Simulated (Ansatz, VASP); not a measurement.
## TePb in VASP and in Ansatz

Contents of INCAR:

```
SYSTEM = TePb
PREC     = Accurate       ! precision mode
ENCUT    = 500            ! plane-wave cutoff, eV
EDIFF    = 1E-7           ! SCF threshold, eV
ISMEAR   = 0              ! smearing method
SIGMA    = 0.02           ! smearing width, eV
LREAL    = .FALSE.        ! projectors in reciprocal space
LASPH    = .TRUE.         ! aspherical terms in the spheres
NELM     = 120            ! most SCF steps
ALGO     = Normal         ! electronic algorithm
ISIF     = 3              ! what is computed and relaxed
LWAVE    = .FALSE.        ! write WAVECAR
LCHARG   = .FALSE.        ! write CHGCAR
GGA      = PE             ! functional
IBRION   = 2              ! ionic algorithm
NSW      = 100            ! ionic steps
EDIFFG   = -0.01          ! ionic threshold
GGA_COMPAT= .FALSE.      
NELMIN   = 4
```

KPOINTS

```
regular mesh
0
G
  6 6 6
  0 0 0
```

File POSCAR:

```
TePb
1.0
    2.2941420962     -6.4972293892      0.0000000000
    2.2941420962      6.4972293892      0.0000000000
    0.0000000000      0.0000000000      4.7638437780
Te Pb
2 2
Direct
    0.8698631039      0.1301368961      0.7500000000
    0.1301368961      0.8698631039      0.2500000000
    0.6368770139      0.3631229861      0.7500000000
    0.3631229861      0.6368770139      0.2500000000
```

Input for Ansatz:

```yaml
crystal:
  lattice:
    - [2.2941420962, -6.4972293892, 0.0]
    - [2.2941420962, 6.4972293892, 0.0]
    - [0.0, 0.0, 4.763843778]
  atoms:
    - { symbol: Te, position: [0.8698631039, 0.1301368961, 0.75] }
    - { symbol: Te, position: [0.1301368961, 0.8698631039, 0.25] }
    - { symbol: Pb, position: [0.6368770139, 0.3631229861, 0.75] }
    - { symbol: Pb, position: [0.3631229861, 0.6368770139, 0.25] }
basis:
  ecutwfc: 420
kpoints:
  mp_grid: { grid: [6, 6, 6] }
hamiltonian:
  xc: pbe
scf:
  occupations: { method: gaussian, width: 0.02 }
output:
  forces: true
  stress: true
  eigenvalues: true
relax:
  adjacent_minimum: "off"
  f_tol: 0.01
  max_steps: 80
  cell: { stress_tol: 0.05 }
```

Alike in both runs: task relaxation of cell and atoms; functional PBE; k mesh 6 × 6 × 6; occupations gaussian, width 0.02 eV; no spin polarisation.

```csv
,VASP,Ansatz
version,VASP 6.6.1,Ansatz 0.2.0
potentials or method,"VASP PAW PBE potentials, release 64 (Te, Pb_d), cutoff 500 eV","scalar-relativistic, plane waves, PAW"
valence electrons in the cell,40,60
```

Ansatz gave:

| Quantity | Value |
| --- | --- |
| gap on the k mesh at the Fermi level, each at its own relaxed structure (eV) | 0.90 |
| relaxed volume (Å³/atom) | 35.87 |
| relaxed cell length with the largest relative difference (Å) | 6.987 |

Question: Estimate VASP's values.

Answer: gap on the k mesh at the Fermi level, each at its own relaxed structure (eV): 0.89; relaxed volume (Å³/atom): 35.79; relaxed cell length with the largest relative difference (Å): 6.972.

VASP's potentials hold 40 valence electrons a cell and Ansatz's 60, so a difference there can come from the potentials and not from the codes.

Neither program's run includes spin-orbit coupling.
